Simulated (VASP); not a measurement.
# Mn (R-3m) in VASP: relaxation of cell and atoms with PBEsol

Aim: the relaxation of cell and atoms of Mn with PBEsol.

Program: VASP 6.6.1. These are calculated values, not measurements. Logs are shortened: lines on timing, memory, paths and dates and some standing lists are left out, and cuts for length are marked.

### 1 The cell of the first run

Symmetry: R-3m, No. 166, trigonal system. The conventional cell has a = 2.452 Å, b = 2.452 Å, c = 5.947 Å, α = 90.00°, β = 90.00°, γ = 120.00°. Within 3.2 Å of Mn (site symmetry -3m) lie 12 Mn at 2.44 to 2.45 Å.

### 2 Relaxation of cell and atoms, PBEsol

The input, INCAR:

```
PREC = Accurate
ENCUT = 600
EDIFF = 1E-6
ISMEAR = 0
SIGMA = 0.1
LREAL = False
LASPH = True
NELM = 100
ALGO = Fast
ISIF = 3
LWAVE = False
LCHARG = False
GGA = PS
IBRION = 2
NSW = 65
EDIFFG = -0.01
```

The input, KPOINTS:

```
Automatic mesh
0
Gamma
  21 21 7
```

The input, POSCAR:

```
Mn
1.0
    2.4516549690      0.0000000000      0.0000000000
   -1.2258274845      2.1231954845      0.0000000000
    0.0000000000      0.0000000000      5.9472817417
Mn
3
Direct
    0.0000000000      0.0000000000      0.0000000000
    0.3333333333      0.6666666667      0.3333333333
    0.6666666667      0.3333333333      0.6666666667
```

Potentials or basis: VASP PAW PBE potentials, release 64 (Mn_pv).

The run is started by

```
$ cat potpaw_PBE.64/Mn_pv/POTCAR > POTCAR
$ mpirun -np 1 vasp_std > vasp.out
```

OUTCAR:

```text
PREC = Accurate
   ENCUT = 600
   EDIFF = 1E-6
   ISMEAR = 0
   LREAL = False
   LASPH = True
   NELM = 100
   ISIF = 3
   GGA = PS
   IBRION = 2
   NSW = 65
   EDIFFG = -0.01

 ion  position               nearest neighbor table
   1  0.000  0.000  0.000-   2 2.44   3 2.44   3 2.44   2 2.44   3 2.44   2 2.44
   2  0.333  0.667  0.333-   1 2.44   1 2.44   1 2.44   3 2.44   3 2.44   3 2.44
   3  0.667  0.333  0.667-   1 2.44   1 2.44   1 2.44   2 2.44   2 2.44   2 2.44

  LATTYP: Found a hexagonal cell.
 ALAT       =     2.4516549690
 C/A-ratio  =     2.4258232977

  Lattice vectors:

 A1 = (   2.4516549690,   0.0000000000,   0.0000000000)
 A2 = (  -1.2258274845,   2.1231954845,   0.0000000000)
 A3 = (   0.0000000000,   0.0000000000,   5.9472817417)

Analysis of symmetry for initial positions (statically):
=====================================================================
 Subroutine PRICEL returns following result:

  LATTYP: Found a trigonal (rhomboedric) cell.
 ALAT       =     2.4358889864
 COS(alpha) =     0.4935066809

  Lattice vectors:

 A1 = (   1.2258274843,   0.7077318283,  -1.9824272476)
 A2 = (   0.0000000001,  -1.4154636564,  -1.9824272470)
 A3 = (  -1.2258274844,   0.7077318281,  -1.9824272470)

   3 primitive cells build up your supercell.

 Routine SETGRP: Setting up the symmetry group for a
 hexagonal supercell.

 Subroutine GETGRP returns: Found 12 space group operations
 (whereof 12 operations were pure point group operations)
 out of a pool of 24 trial point group operations.

The static configuration has the point symmetry D_3d.

Analysis of symmetry for dynamics (positions and initial velocities):
=====================================================================
 Subroutine PRICEL returns following result:

  LATTYP: Found a trigonal (rhomboedric) cell.
 ALAT       =     2.4358889864
 COS(alpha) =     0.4935066809

  Lattice vectors:

 A1 = (   1.2258274843,   0.7077318283,  -1.9824272476)
 A2 = (   0.0000000001,  -1.4154636564,  -1.9824272470)
 A3 = (  -1.2258274844,   0.7077318281,  -1.9824272470)

   3 primitive cells build up your supercell.

 Routine SETGRP: Setting up the symmetry group for a
 hexagonal supercell.

 Subroutine GETGRP returns: Found 12 space group operations
 (whereof 12 operations were pure point group operations)
 out of a pool of 24 trial point group operations.

The dynamic configuration has the point symmetry D_3d.

 Subroutine INISYM returns: Found 12 space group operations
 (whereof 12 operations are pure point group operations),
 and found     3 'primitive' translations

----------------------------------------------------------------------------------------

                                     Primitive cell

  volume of cell :      10.3192

  direct lattice vectors                    reciprocal lattice vectors
     1.225827484  0.707731828 -1.982427248     0.407887738  0.235494095 -0.168144044
     0.000000000 -1.415463656 -1.982427247     0.000000000 -0.470988191 -0.168144044
    -1.225827484  0.707731828 -1.982427247    -0.407887738  0.235494095 -0.168144044

  length of vectors
     2.435888986  2.435888986  2.435888986     0.500102285  0.500102285  0.500102285

  position of ions in fractional coordinates (direct lattice)
     0.000000000  0.000000000  0.000000000

  ion indices of the primitive-cell ions
   primitive index   ion index
                 1           1

----------------------------------------------------------------------------------------

 KPOINTS: Automatic mesh

Automatic generation of k-mesh.
 Grid dimensions read from file:
 generate k-points for:   21   21    7

 Generating k-lattice:

  Cartesian coordinates                     Fractional coordinates (reciprocal lattice)
     0.019423226  0.011214005  0.000000000     0.047619048  0.000000000  0.000000000
     0.000000000  0.022428009  0.000000000     0.000000000  0.047619048  0.000000000
     0.000000000  0.000000000  0.024020578     0.000000000  0.000000000  0.142857143

  Length of vectors
     0.022428009  0.022428009  0.024020578

  Shift w.r.t. Gamma in fractional coordinates (k-lattice)
     0.000000000  0.000000000  0.000000000

 Subroutine IBZKPT returns following result:
 ===========================================

 Found    303 irreducible k-points:

 Following reciprocal coordinates:
            Coordinates               Weight
  0.000000  0.000000  0.000000      1.000000
  0.047619 -0.000000  0.000000      6.000000
  0.095238 -0.000000  0.000000      6.000000
  0.142857  0.000000  0.000000      6.000000
  0.190476 -0.000000  0.000000      6.000000
  0.238095 -0.000000  0.000000      6.000000
[... 16 lines left out ...]
  0.142857  0.095238  0.000000     12.000000
  0.190476  0.095238  0.000000     12.000000
 [... further k-points ...]
   k-points           NKPTS =    303   k-points in BZ     NKDIM =    303   number of bands    NBANDS=     23
   number of dos      NEDOS =    301   number of ions     NIONS =      3
   total plane-waves  NPLWV =  19200
   dimension x,y,z NGX =    20 NGY =   20 NGZ =   48
   dimension x,y,z NGXF=    40 NGYF=   40 NGZF=   96
   ions per type =               3
   NGX,Y,Z   is equivalent  to a cutoff of  13.56, 13.56, 13.42 a.u.
   NGXF,Y,Z  is equivalent  to a cutoff of  27.12, 27.12, 26.84 a.u.
 SYSTEM =  unknown system
   PREC   = accura    normal or accurate (medium, high low for compatibility)
   ISTART =      0    job   : 0-new  1-cont  2-samecut
   ICHARG =      2    charge: 1-file 2-atom 10-const
   ISPIN  =      1    spin polarized calculation?
   LNONCOLLINEAR =      F non collinear calculations
   LSORBIT =      F    spin-orbit coupling
   LASPH  =      T    aspherical Exc in radial PAW
   ENCUT  =  600.0 eV  44.10 Ry    6.64 a.u.   4.90  4.90 11.88*2*pi/ulx,y,z
   NELM   =    100;   NELMIN=  2; NELMDL= -5     # of ELM steps
   EDIFF  = 0.1E-05   stopping-criterion for ELM
   LREAL  =      F    real-space projection
   EDIFFG = -.1E-01   stopping-criterion for IOM
   NSW    =     65    number of steps for IOM
   IBRION =      2    ionic relax: 0-MD 1-quasi-New 2-CG
   NFREE  =      1    steps in history (QN), initial steepest desc. (CG)
   ISIF   =      3    stress and relaxation
   ISYM   =      2    0-nonsym 1-usesym 2-fastsym
   POTIM  = 0.5000    time-step for ionic-motion
   TEBEG  =    0.0;   TEEND  =   0.0 temperature during run
   PSTRESS=    0.0 pullay stress
   NELECT =      39.0000    total number of electrons
   NUPDOWN=      -1.0000    fix difference up-down
   EMIN   =  10.00;   EMAX   =-10.00  energy-range for DOS
   EFERMI =   0.00;   METHOD = LEGACY
   ISMEAR =     0;   SIGMA  =   0.10  broadening in eV -4-tet -1-fermi 0-gaus
   EFERMI_NEDOS =   21; number of points for ismear=-14 and -15
   IALGO  =     68    algorithm
   IMIX   =      4    mixing-type and parameters
     AMIX     =   0.40;   BMIX     =  1.00
     AMIX_MAG =   1.60;   BMIX_MAG =  1.00
  volume/ion in A,a.u.               =      10.32        69.64
  Fermi-wavevector in a.u.,A,eV,Ry     =   1.768101  3.341227 42.534280  3.126181
  Thomas-Fermi vector in A             =   2.835355
   LORBIT       =      0    0 simple, 1 ext, 2 COOP (PROOUT), +10 PAW based schemes
   GGA     = PS    functional components
   LHFCALC =     F    Hartree Fock is set to
   AEXX    =    0.0000 exact exchange contribution
   IVDW    =     0    specifies the selected vdW correction
   LEPSILON=     F    determine dielectric tensor
   LRPA    =     F    only Hartree local field effects (RPA)
 conjugate gradient relaxation of ions
 non-spin polarized calculation
 RMM-DIIS sequential band-by-band and
 Gauss-broadening in eV      SIGMA  =   0.10
  energy-cutoff  :      600.00
  volume of cell :       30.96
 maximum number of plane-waves:      1053
   NGX =  9   NGY =  9   NGZ = 23

--------------------------------------- Ionic step        1  -------------------------------------------

 number of electron      39.0000007 magnetization

 Free energy of the ion-electron system (eV)
  ---------------------------------------------------
  ext. energy  EPLUGINS =         0.00000000
  ---------------------------------------------------
  free energy    TOTEN  =       -29.03139850 eV

  energy without entropy =      -29.01005567  energy(sigma->0) =      -29.02072709

------------------------ aborting loop because EDIFF is reached ----------------------------------------

  FORCE on cell =-STRESS in cart. coord.  units (eV):
  Direction    XX          YY          ZZ          XY          YZ          ZX
  --------------------------------------------------------------------------------------
  -------------------------------------------------------------------------------------
  Total       -0.0827852     -0.0827852      0.6199172     -0.0000000     -0.0000000      0.0000000
  in kB       -4.2844552     -4.2844552     32.0831053     -0.0000000     -0.0000000      0.0000000
  external PRESSURE =       7.8380649 kB  Pullay stress =       0.0000000 kB
[... 133 lines left out ...]
  energy  without entropy=      -29.0117584280  energy(sigma->0) =      -29.02265404

--------------------------------------- Ionic step        5  -------------------------------------------

 number of electron      39.0000018 magnetization

 Free energy of the ion-electron system (eV)
  ---------------------------------------------------
  ext. energy  EPLUGINS =         0.00000000
  ---------------------------------------------------
  free energy    TOTEN  =       -29.03380381 eV

  energy without entropy =      -29.01202801  energy(sigma->0) =      -29.02291591

 E-fermi :  10.8743     XC(G=0): -14.4216

 val. band max:       10.8736080389   @ k =   0.3810  -0.0000   0.2857
 cond. band min:      10.8767737646   @ k =   0.1905   0.0952   0.1429
 fundamental gap:      0.0031657257
 Fermi energy:        10.8743324876

 k-point     1 :       0.0000    0.0000    0.0000
  band No.  band energies     occupation
      1     -37.2533      2.00000
      2     -37.2533      2.00000
      3     -36.6833      2.00000
      4     -36.6833      2.00000
      5     -36.6833      2.00000
      6     -36.6833      2.00000
[... 613 lines left out ...]
     22      11.2492      0.00000
     23      11.5711      0.00000

 [... further k-points ...]
[... 5 lines left out ...]
  --------------------------------------------------------------------------------------
  -------------------------------------------------------------------------------------
  Total       -0.0082143     -0.0082143     -0.0076624      0.0000000      0.0000000      0.0000000
  in kB       -0.4238607     -0.4238607     -0.3953791      0.0000000      0.0000000      0.0000000
  external PRESSURE =      -0.4143668 kB  Pullay stress =       0.0000000 kB
[... 18 lines left out ...]
  FREE ENERGIE OF THE ION-ELECTRON SYSTEM (eV)
  ---------------------------------------------------
  free  energy   TOTEN  =       -29.0338038116 eV

  energy  without entropy=      -29.0120280067  energy(sigma->0) =      -29.02291591

 reached required accuracy - stopping structural energy minimisation
```

Wall time 13 min (1 thread of Intel Xeon Platinum 8259CL at 2.50GHz (Skylake/Cascade Lake), shared host); peak memory 0.32 GiB.

What came out:

```
Free energy                            : -29.0338 eV
Relaxed volume                         : 10.35 Å³/atom
Relaxed cell                           : a = 2.447 Å, b = 2.447 Å, c = 5.990 Å, α = 90.00°, β = 90.00°, γ = 120.00°
Space group after relaxing (to 0.05 Å) : Fm-3m (No. 225)
Energy gained by relaxing              : 0.8 meV/atom
Ionic steps                            : 5
Pressure after relaxing                : 0.0 GPa
```

Step by step:
```tsv
step	energy change (eV)	largest force (eV/Å)	pressure (GPa)	volume (Å³)
1	0.0000	0.0000	0.78	30.96
2	-0.0018	0.0000	-1.36	31.18
3	-0.0023	0.0000	-0.61	31.11
4	-0.0022	0.0000	0.92	30.98
5	-0.0024	0.0000	-0.04	31.05
```

Final structure:
```yaml
crystal:
  lattice:
    - [2.44662, 0.00000, 0.00000]
    - [-1.22331, 2.11884, 0.00000]
    - [0.00000, 0.00000, 5.98956]
  atoms:
    - { symbol: Mn, position: [0.00000, 0.00000, 0.00000] }
    - { symbol: Mn, position: [0.33333, 0.66667, 0.33333] }
    - { symbol: Mn, position: [0.66667, 0.33333, 0.66667] }
```

Caveat: the bands computed are all filled at some k points, so no gap is given; the PAW data sets were made with another functional, which shifts forces and pressure a little; the run has no spin polarisation, though such a crystal can be magnetic. Spin polarisation is off, so any magnetic state and its effect on volume and gap are missing.
